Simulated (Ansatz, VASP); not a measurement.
**MgI: VASP beside Ansatz**

```
Mg I
1.0
     0.00000    4.02813    4.02813
     4.02813    0.00000    4.02813
     4.02813    4.02813    0.00000
Mg I
2 2
Direct
  0.25000 0.25000 0.25000
  0.00000 0.00000 0.00000
  0.50000 0.50000 0.50000
  0.75000 0.75000 0.75000
```

Alike in both runs: task relaxation of cell and atoms; functional PBE; k mesh 10 × 10 × 10; occupations gaussian, width 0.1 eV; no spin polarisation.

```csv
,VASP,Ansatz
version,VASP 6.6.1,Ansatz 0.2.0
potentials or method,"VASP PAW PBE potentials, release 64 (Mg, I), cutoff 600 eV","scalar-relativistic, plane waves, PAW"
valence electrons in the cell,18,54
```

```tsv
	VASP	Ansatz	Ansatz less VASP
gap on the k mesh at the Fermi level, each at its own relaxed structure (eV)	none	none	-
relaxed volume (Å³/atom)	32.88	32.96	+0.082
relaxed length of the cell vector where the two differ most in proportion (Å)	5.708	5.713	+0.0047
```

A gap of «none» marks a metal or a gap that the smearing closes. VASP's potentials hold 18 valence electrons a cell and Ansatz's 54, so a difference there can come from the potentials and not from the codes.

Spin-orbit coupling is off throughout.
